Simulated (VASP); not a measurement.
Runs of VASP 6.6.1 on AlN. The structure is that of space group P6_3/mmc (No. 194), or close to it. The cells are those of the table. 

```tsv
task	cell	k mesh	cutoff (eV)	smearing	gap on the mesh (eV)	pressure (GPa)	relaxed volume (Å³/atom)
relaxation of cell and atoms	relaxed from a = 3.273, b = 3.273, c = 4.107 Å, angles 90.0, 90.0, 120.0°, 4 atoms	9 × 9 × 6	600	gaussian 0.02 eV	3.61	0.0	9.55
relaxation of cell and atoms	relaxed from a = 3.312, b = 3.312, c = 4.188 Å, angles 90.0, 90.0, 120.0°, 4 atoms	9 × 9 × 6	600	gaussian 0.1 eV	3.61	0.2	9.55
single point	a = 3.274, b = 3.274, c = 4.108 Å, angles 90.0, 90.0, 120.0°, 4 atoms	9 × 9 × 6	600	gaussian 0.1 eV	3.62	0.5	-
single point	a = 3.273, b = 3.273, c = 4.107 Å, angles 90.0, 90.0, 120.0°, 4 atoms	9 × 9 × 6	600	gaussian 0.1 eV	3.62	0.6	-
relaxation of cell and atoms	relaxed from a = 3.274, b = 3.274, c = 4.108 Å, angles 90.0, 90.0, 120.0°, 4 atoms	9 × 9 × 6	600	gaussian 0.02 eV	3.61	0.0	9.55
single point	a = 3.276, b = 3.276, c = 4.101 Å, angles 90.0, 90.0, 120.0°, 4 atoms	9 × 9 × 6	600	gaussian 0.02 eV	3.63	0.5	-
single point	a = 3.312, b = 3.312, c = 4.188 Å, angles 90.0, 90.0, 120.0°, 4 atoms	6 × 6 × 4	600	gaussian 0.1 eV	(a)	-8.3	-
single point	a = 3.276, b = 3.276, c = 4.101 Å, angles 90.0, 90.0, 120.0°, 4 atoms	9 × 9 × 6	520	gaussian 0.05 eV	3.63	0.6	-
```

Alike in all rows: level LDA; potentials or basis VASP PAW LDA potentials, release 64 (Al, N); no spin polarisation.

Q: Fill in the values left out.

A: (a) 3.28.

A k mesh can miss the band edges.
